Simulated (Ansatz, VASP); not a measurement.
Al5As in VASP and in Ansatz

```
Al As
1.0
     4.69902    0.00000    0.00000
    -2.34951    4.06947    0.00000
     0.00000    0.00000    5.60423
Al As
5 1
Cartesian
  0.0000 2.7130 1.4098
  0.0000 2.7130 4.1944
  2.3495 1.3565 4.1944
  2.3495 1.3565 1.4098
  0.0000 0.0000 2.8021
  0.0000 0.0000 0.0000
```

Alike in both runs: functional PBE; k mesh 12 × 12 × 8; occupations gaussian, width 0.1 eV; no spin polarisation.

Ansatz relaxed the structure, and its values are those at the end. VASP's run is a single point on that final structure, the one shown.

|  | VASP | Ansatz |
| --- | --- | --- |
| version | VASP 6.6.1 | Ansatz 0.2.0 |
| potentials or method | VASP PAW PBE potentials, release 64 (Al, As), cutoff 520 eV | scalar-relativistic, plane waves, PAW |
| valence electrons in the cell | 20 | 30 |

|  | VASP | Ansatz | Ansatz less VASP |
| --- | --- | --- | --- |
| gap on the k mesh at the Fermi level (eV) | none | none | - |
| pressure (GPa) | 0.0 | 0.0 | -0.01 |

A gap of «none» marks a metal or a gap that the smearing closes. VASP's potentials hold 20 valence electrons a cell and Ansatz's 30, so a difference there can come from the potentials and not from the codes.
